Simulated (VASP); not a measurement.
Write the native input for VASP 6.6.1 that does the following.

| Item | Value |
| --- | --- |
| Task | single point |
| Functional | LDA |
| Potentials or basis | VASP PAW LDA potentials, release 64 (Ni, S) |
| Cutoff | 520 eV |
| k mesh | 11 × 11 × 7 |
| Occupations | fermi-dirac, width 0.05 eV |
| Spin | collinear spin, ferromagnetic start |
| Starting moments | [0.05, 0.05, 0.0, 0.0] μB |
| Fixed moment | 0.1 μB |
| Dipole correction | no |
| Further INCAR settings | ALGO = Normal; EDIFF = 1e-07; NBANDS = 28 |

The structure of NiS lies in POSCAR:

```
NiS
1.0
    3.4250000000      0.0000000000      0.0000000000
   -1.7125000000      2.9661370080      0.0000000000
    0.0000000000      0.0000000000      5.3400000000
Ni S
2 2
Direct
    0.0000000000      0.0000000000      0.0000000000
    0.0000000000      0.0000000000      0.5000000000
    0.3333333333      0.6666666667      0.2500000000
    0.6666666667      0.3333333333      0.7500000000
```

One way to write it, as run:

INCAR

```
PREC = Accurate
ENCUT = 520
EDIFF = 1E-7
ISMEAR = -1
SIGMA = 0.05
LREAL = F
LASPH = T
NELM = 150
ALGO = Normal
ISIF = 2
LWAVE = F
LCHARG = F
ISPIN = 2
MAGMOM = 0.05 0.05 0 0
LORBIT = 11
NUPDOWN = 0.1
LMAXMIX = 4
GGA = CA
NBANDS = 28
```

KPOINTS

```
Automatic mesh
0
Gamma
  11 11 7
```

Potentials or basis: VASP PAW LDA potentials, release 64 (Ni, S).

Command:

```console
$ cat potpaw_LDA.64/Ni/POTCAR potpaw_LDA.64/S/POTCAR > POTCAR
$ mpirun -np 1 vasp_std > vasp.out
```

It gave:

```json
{
  "Pressure": "-12.5 GPa",
  "Net moment": "0.10 μB per cell",
  "Site moments": "Ni +0.04; S +0.01 μB",
  "Valence electrons inside the program's atomic spheres": "Ni 9.27; S 3.62"
}
```

Caveat: the total moment is fixed, so each spin has its own Fermi level.

Wall time 4.1 min on 1 thread of Oxide Virtual Turin-like Processor, on a shared host, peak memory 0.22 GiB.
